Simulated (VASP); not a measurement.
Wanted: the native input for a VASP 6.6.1 run.

```yaml
Task: single point
Functional: PBE
Potentials_or_basis: VASP PAW PBE potentials, release 64 (Ru_pv, Se)
Cutoff: 520 eV
k_mesh: 10 × 10 × 10
Occupations: gaussian, width 0.05 eV
Spin: no spin polarisation
Dipole_correction: no
Further_INCAR_settings: ALGO = Normal; EDIFF = 1e-06; NBANDS = 17
```

The structure of RuSe lies in POSCAR:

```
RuSe
1.0
    0.0000000000      2.7148248125      2.7148248125
    2.7148248125      0.0000000000      2.7148248125
    2.7148248125      2.7148248125      0.0000000000
Ru Se
1 1
Direct
    0.0000000000      0.0000000000      0.0000000000
    0.2500000000      0.2500000000      0.2500000000
```

This cell differs from its parent crystal: volume scaled by 0.960.

One way to write it, as run:

INCAR

```
SYSTEM = RuSe
ALGO     = Normal         ! electronic algorithm
EDIFF    = 1E-6           ! SCF threshold, eV
ENCUT    = 520            ! plane-wave cutoff, eV
GGA      = PE             ! functional
ISIF     = 2              ! what is computed and relaxed
ISMEAR   = 0              ! smearing method
LASPH    = .True.         ! aspherical terms in the spheres
LCHARG   = .False.        ! write CHGCAR
LREAL    = .False.        ! projectors in reciprocal space
LWAVE    = .False.        ! write WAVECAR
NBANDS   = 17             ! bands
NELM     = 60             ! most SCF steps
PREC     = Accurate       ! precision mode
SIGMA    = 0.05           ! smearing width, eV
```

KPOINTS

```
k-points
0
Gamma
  10 10 10
  0 0 0
```

Potentials or basis: VASP PAW PBE potentials, release 64 (Ru_pv, Se).

Command:

```sh
$ cat potpaw_PBE.64/Ru_pv/POTCAR potpaw_PBE.64/Se/POTCAR > POTCAR
$ mpirun -np 1 vasp_std > vasp.out
```

It gave:

```yaml
Pressure: 5.5 GPa
Band_gap_on_the_k_mesh: zero (band 10 reaches 9.00 eV, above the bottom of band 11 at 6.38 eV)
```

Run time: 57 s on 1 thread of AMD EPYC 7R13 (shared host), peak memory 0.16 GiB.
